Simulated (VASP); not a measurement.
Input of a VASP 6.6.1 run:

Contents of INCAR:

```
ALGO = Normal
EDIFF = 1E-6
ENCUT = 520
GGA = PE
ISIF = 2
ISMEAR = -1
LASPH = T
LCHARG = F
LREAL = F
LWAVE = F
NBANDS = 16
NELM = 80
PREC = Accurate
SIGMA = 0.02
```

KPOINTS

```
k-points
0
Gamma
  10 10 10
```

Contents of POSCAR:

```
GaN
1.0
    0.0653231975      2.2468071623      2.2468071623
    2.2468071623      0.0653231975      2.2468071623
    2.2468071623      2.2468071623      0.0653231975
Ga N
1 1
Direct
    0.0023580667      0.0023580667      0.0023580667
    0.2476419333      0.2476419333      0.2476419333
```

Potentials or basis: VASP PAW PBE potentials, release 64 (Ga_d, N).

The run is started by

```console
$ cat potpaw_PBE.64/Ga_d/POTCAR potpaw_PBE.64/N/POTCAR > POTCAR
$ mpirun -np 1 vasp_std > vasp.out
```

Question: What does it give for the pressure?

Answer: 16.6 GPa.

Question: What does it give for the largest force?

Answer: 0.032 eV/Å.

Stress tensor (GPa, compression positive):
```
16.59 -4.91 -4.91
-4.91 16.59 -4.91
-4.91 -4.91 16.59
```

Caveat: the cell differs from its parent crystal (epitaxial 111 strain -3.0%).
